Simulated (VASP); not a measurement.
Set up this calculation in VASP 6.6.1, as the native input.

| Quantity | Value |
| --- | --- |
| Task | relaxation of cell and atoms |
| Functional | LDA |
| Potentials or basis | VASP PAW LDA potentials, release 64 (Na_pv, Cl) |
| Cutoff | 600 eV |
| k mesh | 8 × 8 × 8 |
| Occupations | gaussian, width 0.02 eV |
| Spin | no spin polarisation |
| Target pressure | 12 GPa |
| Dipole correction | no |
| Further INCAR settings | ALGO = Normal; EDIFF = 1e-06; IBRION = 2; EDIFFG = -0.002; NSW = 100; ISIF = 3 |

The structure of NaCl (lda) lies in POSCAR:

```
NaCl
1.0
    0.0000000000      2.5376818877      2.5376818877
    2.5376818877      0.0000000000      2.5376818877
    2.5376818877      2.5376818877      0.0000000000
Na Cl
1 1
Direct
    0.0000000000      0.0000000000      0.0000000000
    0.5000000000      0.5000000000      0.5000000000
```

The input as run:

INCAR

```
SYSTEM = NaCl
  PREC = Accurate
  ENCUT = 600
  EDIFF = 1E-6
  ISMEAR = 0
  SIGMA = 0.02
  LREAL = .False.
  LASPH = .True.
  NELM = 60
  ALGO = Normal
  ISIF = 3
  LWAVE = .False.
  LCHARG = .False.
  GGA = CA
  IBRION = 2
  NSW = 100
  EDIFFG = -0.002
  PSTRESS = 120.0
```

KPOINTS

```
regular mesh
0
Gamma
  8 8 8
  0 0 0
```

Potentials or basis: VASP PAW LDA potentials, release 64 (Na_pv, Cl).

Run with:

```sh
$ cat potpaw_LDA.64/Na_pv/POTCAR potpaw_LDA.64/Cl/POTCAR > POTCAR
$ mpirun -np 1 vasp_std > vasp.out
```

It gave:

- Relaxed volume: 16.37 Å³/atom
- Relaxed cell: a = 3.591 Å, b = 3.591 Å, c = 3.591 Å, α = 60.00°, β = 60.00°, γ = 60.00°
- Space group after relaxing (to 0.05 Å): Fm-3m (No. 225)
- Energy change on relaxing (the enthalpy is what falls): -2.2 meV/atom
- Ionic steps: 4
- Pressure after relaxing: 12.0 GPa
- Band gap on the k mesh: 6.22 eV, direct

Caveat: the cell is relaxed towards a set pressure, so the enthalpy falls and the energy may rise.

It took 18 s on 1 thread of AMD EPYC 7R43 64-Core Processor (Zen 3) (shared host), peak memory 0.11 GiB.
